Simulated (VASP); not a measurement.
Input of a VASP 6.6.1 run:

File INCAR:

```
SYSTEM = SnO2
PREC     = Accurate       ! precision mode
ENCUT    = 520            ! plane-wave cutoff, eV
EDIFF    = 1E-7           ! SCF threshold, eV
ISMEAR   = 0              ! smearing method
SIGMA    = 0.02           ! smearing width, eV
LREAL    = .False.        ! projectors in reciprocal space
LASPH    = .True.         ! aspherical terms in the spheres
NELM     = 100            ! most SCF steps
ALGO     = Normal         ! electronic algorithm
ISIF     = 2              ! what is computed and relaxed
LWAVE    = .False.        ! write WAVECAR
LCHARG   = .False.        ! write CHGCAR
GGA      = PE             ! functional
NBANDS   = 64             ! bands
```

Contents of KPOINTS:

```
Automatic mesh
0
Gamma
  6 6 6
  0 0 0
```

POSCAR

```
SnO2
1.0
    3.5927325899     -3.5927325899      0.0000000000
    3.5927325899      3.5927325899      0.0000000000
    0.0000000000      0.0000000000      5.5318212665
Sn O
4 8
Direct
    0.0000000000      0.5000000000      0.5000000000
    0.5000000000      0.0000000000      0.5000000000
    0.5000000000      0.5000000000      0.0000000000
    0.0000000000      0.0000000000      0.0000000000
    0.2500000000      0.7500000000      0.6768538986
    0.7500000000      0.2500000000      0.6768538986
    0.2500000000      0.2500000000      0.8231461014
    0.7500000000      0.7500000000      0.8231461014
    0.2500000000      0.2500000000      0.3231461014
    0.7500000000      0.7500000000      0.3231461014
    0.7500000000      0.2500000000      0.1768538986
    0.2500000000      0.7500000000      0.1768538986
```

Potentials or basis: VASP PAW PBE potentials, release 64 (Sn_d, O).

The run is started by

```console
$ cat potpaw_PBE.64/Sn_d/POTCAR potpaw_PBE.64/O/POTCAR > POTCAR
$ mpirun -np 1 vasp_std > vasp.out
```

Task: Predict the band gap on the k mesh.

Result: 0.77 eV.

Task: Predict the pressure.

Result: 0.5 GPa.

Task: Estimate the largest force.

Result: 0.046 eV/Å.

Forces in eV/Å, atoms in the order of the input:
```
Sn   0.000  0.000  0.000
Sn   0.000  0.000  0.000
Sn   0.000  0.000  0.000
Sn   0.000  0.000  0.000
O    0.000  0.000  0.046
O    0.000  0.000  0.046
O    0.000  0.000 -0.046
O    0.000  0.000 -0.046
O    0.000  0.000 -0.046
O    0.000  0.000 -0.046
O    0.000  0.000  0.046
O    0.000  0.000  0.046
```

Caveat: spin-orbit coupling is left out, which moves the levels of the heavy elements. A hybrid or GW would open this gap; PBE tends to underestimate it.
